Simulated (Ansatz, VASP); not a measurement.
**ZnO in VASP and in Ansatz**

```
Zn O
1.0
     3.24940    0.00000    0.00000
    -1.62470    2.81406    0.00000
     0.00000    0.00000    5.20380
Zn O
2 2
Direct
  0.33333 0.66667 0.00000
  0.66667 0.33333 0.50000
  0.33333 0.66667 0.38210
  0.66667 0.33333 0.88210
```

Alike in both runs: task electric field gradients; functional PBE; k mesh 11 × 11 × 6; no spin polarisation.

|  | VASP | Ansatz |
| --- | --- | --- |
| version | VASP 6.6.1 | Ansatz 0.2.0 |
| potentials or method | VASP PAW PBE potentials, release 64 (Zn, O) | plane-wave PAW, scalar-relativistic |
| plane-wave cutoff (eV) | 520 | 420 |
| occupations | tetrahedron | tetrahedron-uncorrected |
| valence electrons in the cell | 36 | 36 |

Ansatz gave:

* gap on the k mesh at the Fermi level (eV): 0.80
* pressure (GPa): 4.9
* traceless stress, the component that is largest in VASP (GPa): 0.21
* rms of the force components (eV/Å): 0.018
* size of Vzz on the site where it differs most (V/Å²): 7.5

Estimate VASP's values.

gap on the k mesh at the Fermi level (eV): 0.79; pressure (GPa): 6.0; traceless stress, the component that is largest in VASP (GPa): 0.17; rms of the force components (eV/Å): 0.019; size of Vzz on the site where it differs most (V/Å²): 7.6.

Atom by atom the forces differ by 0.001 eV/Å (rms over components). Ansatz's warnings: band table not solved further.
